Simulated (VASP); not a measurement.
Wanted: the native input for a VASP 6.6.1 run.

```
Task                   : single point
Functional             : PBEsol
Potentials or basis    : VASP PAW PBE potentials, release 64 (Ti_sv, C)
Cutoff                 : 520 eV
k mesh                 : 9 × 7 × 1
Occupations            : gaussian, width 0.1 eV
Spin                   : no spin polarisation
Dipole correction      : yes
Further INCAR settings : ALGO = Normal; EDIFF = 1e-06; NBANDS = 34
```

The structure of Ti4C lies in POSCAR:

```
Ti4C
1.0
    2.8676282151      0.0000000000      0.0000000000
    0.0000000000      4.0554387137      0.0000000000
    0.0000000000      0.0000000000     19.6054200203
Ti C
4 1
Direct
    0.5000000000      0.5000000000      0.2040252132
    0.0000000000      0.0000000000      0.2771587704
    0.5000000000      0.5000000000      0.3434213386
    0.0000000000      0.0000000000      0.4134275120
    0.0000000000      0.0000000000      0.5092113928
```

The input as run:

INCAR

```
SYSTEM = Ti4C
ALGO = Normal ; DIPOL = 0.5 0.5 0.349
EDIFF = 1E-6 ; ENCUT = 520
GGA = PS ; IDIPOL = 3
ISIF = 2 ; ISMEAR = 0
LASPH = .TRUE. ; LCHARG = .FALSE.
LDIPOL = .TRUE. ; LREAL = .FALSE.
LWAVE = .FALSE. ; NBANDS = 34
NELM = 80 ; PREC = Accurate
SIGMA = 0.1
```

KPOINTS

```
k-points
0
G
  9 7 1
  0 0 0
```

Potentials or basis: VASP PAW PBE potentials, release 64 (Ti_sv, C).

The run is started by

```bash
$ cat potpaw_PBE.64/Ti_sv/POTCAR potpaw_PBE.64/C/POTCAR > POTCAR
$ mpirun -np 1 vasp_std > vasp.out
```

It gave:

The largest force is 0.470 eV/Å and the band gap on the k mesh is zero (bands 26 and 27 overlap by 0.66 eV).

Caveat: the PAW data sets were made with another functional, which shifts forces and pressure a little.

Run time: 3.3 min on 1 thread of AMD EPYC 9R45 96-Core Processor (Zen 5) (shared host), peak memory 0.35 GiB.
